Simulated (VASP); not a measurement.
Input of a VASP 6.6.1 run:

INCAR

```
PREC     = Accurate       # precision mode
ENCUT    = 520            # plane-wave cutoff, eV
EDIFF    = 1E-6           # SCF threshold, eV
ISMEAR   = -1             # smearing method
SIGMA    = 0.1            # smearing width, eV
LREAL    = False          # projectors in reciprocal space
LASPH    = True           # aspherical terms in the spheres
NELM     = 120            # most SCF steps
ALGO     = Normal         # electronic algorithm
ISIF     = 2              # what is computed and relaxed
LWAVE    = False          # write WAVECAR
LCHARG   = False          # write CHGCAR
NBANDS   = 13             # bands
GGA_COMPAT= False
```

KPOINTS

```
Automatic mesh
0
Gamma
  2 2 2
  0.5 0.5 0.5
```

POSCAR

```
MgH2
1.0
    0.0000000000      4.7621340000      4.7621340000
    2.3810670000      0.0000000000      2.3810670000
    2.3810670000      2.3810670000      0.0000000000
Mg H
2 4
Direct
    0.0000082946      0.0029816465     -0.0006952765
    0.4991651852     -0.0104010093      0.0045217123
    0.4125847782      0.8379214025      0.7055152165
    0.1338930194      0.2661670167      0.2205307536
    0.8581397542      0.8293250463      0.7456612939
    0.6153126938      0.2454830124      0.2360309475
```

Potentials or basis: VASP PAW LDA potentials, release 64 (Mg, H).

Command:

```sh
$ cat potpaw_LDA.64/Mg/POTCAR potpaw_LDA.64/H/POTCAR > POTCAR
$ mpirun -np 1 vasp_std > vasp.out
```

Problem. Predict the band gap on the k mesh.

Solution. 1.27 eV (least direct gap 2.21 eV).

Problem. Estimate the pressure.

Solution. -1.6 GPa.

Problem. Estimate the largest force.

Solution. 1.759 eV/Å.

Stress tensor (GPa, compression positive):
```
-1.59  2.47  1.59
 2.47 -1.84 -0.11
 1.59 -0.11 -1.34
```

Caveat: the k points lie up to 1.09 Å⁻¹ apart; a shifted mesh leaves out Γ, where band edges can lie; forces of over 1 eV/Å act on the atoms, so gaps and moduli don't describe the material at rest. A k mesh can miss the band edges.
